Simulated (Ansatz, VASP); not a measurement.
## Zr3TiGe8 in VASP and in Ansatz

```
Zr Ti Ge
1.0
     4.47271   -4.56994    0.00000
     4.47271    4.56994    0.00000
     0.00000    0.00000    5.23911
Zr Ti Ge
3 1 8
Direct
  0.00000 0.00000 0.00000
  0.50000 0.00000 0.24867
  0.00000 0.50000 0.75133
  0.50000 0.50000 0.50000
  0.83378 0.83378 0.50000
  0.33955 0.33955 0.00000
  0.16622 0.16622 0.50000
  0.66045 0.66045 0.00000
  0.65937 0.16959 0.74495
  0.16959 0.65937 0.25505
  0.34063 0.83041 0.74495
  0.83041 0.34063 0.25505
```

Alike in both runs: functional PBE; k mesh 6 × 6 × 8; occupations fermi-dirac, width 0.15 eV; no spin polarisation.

Ansatz relaxed the structure, and its values are those at the end. VASP's run is a single point on that final structure, the one shown.

|  | VASP | Ansatz |
| --- | --- | --- |
| version | VASP 6.6.1 | Ansatz 0.2.0 |
| potentials or method | VASP PAW PBE potentials, release 64 (Zr_sv, Ti_sv, Ge_d), cutoff 520 eV | scalar-relativistic, plane waves, PAW |
| valence electrons in the cell | 160 | 160 |

Ansatz gave:

| Quantity | Value |
| --- | --- |
| gap on the k mesh at the Fermi level (eV) | none |
| pressure (GPa) | 0.0 |

Question: Estimate VASP's values.

Answer: gap on the k mesh at the Fermi level (eV): none; pressure (GPa): 0.1.

A gap of «none» marks a metal or a gap that the smearing closes.
